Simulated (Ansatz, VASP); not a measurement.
**Re: VASP beside Ansatz**

```
Re
1.0
     0.00000    1.95772    1.74237
     1.74237    0.00000    1.74237
     1.74237    1.95772    0.00000
Re
1
Cartesian
  0.0000 0.0000 0.0000
```

Change from the starting cell: normal strain along x -0.1100, normal strain along z -0.1100.

Alike in both runs: task single point; functional PBE; k mesh 10 × 10 × 10; occupations gaussian, width 0.15 eV; no spin polarisation.

|  | VASP | Ansatz |
| --- | --- | --- |
| version | VASP 6.6.1 | Ansatz 0.2.0 |
| potentials or method | VASP PAW PBE potentials, release 64 (Re), cutoff 520 eV | scalar-relativistic, plane waves, PAW |
| valence electrons in the cell | 7 | 15 |

VASP gave:

* gap on the k mesh at the Fermi level (eV): none
* pressure (GPa): 145.6
* traceless stress, the component that is largest in VASP (GPa): -38.29

Problem. What did Ansatz give for the same quantities?

Solution. gap on the k mesh at the Fermi level (eV): none; pressure (GPa): 142.9; traceless stress, the component that is largest in VASP (GPa): -39.09.

A gap of «none» marks a metal or a gap that the smearing closes. Both programs put the cell under a high pressure, so it lies far from rest at this level. VASP's potentials hold 7 valence electrons a cell and Ansatz's 15, so a difference there can come from the potentials and not from the codes.

Neither program's run includes spin-orbit coupling. Noted on VASP's run: the cell as given lies far from equilibrium.
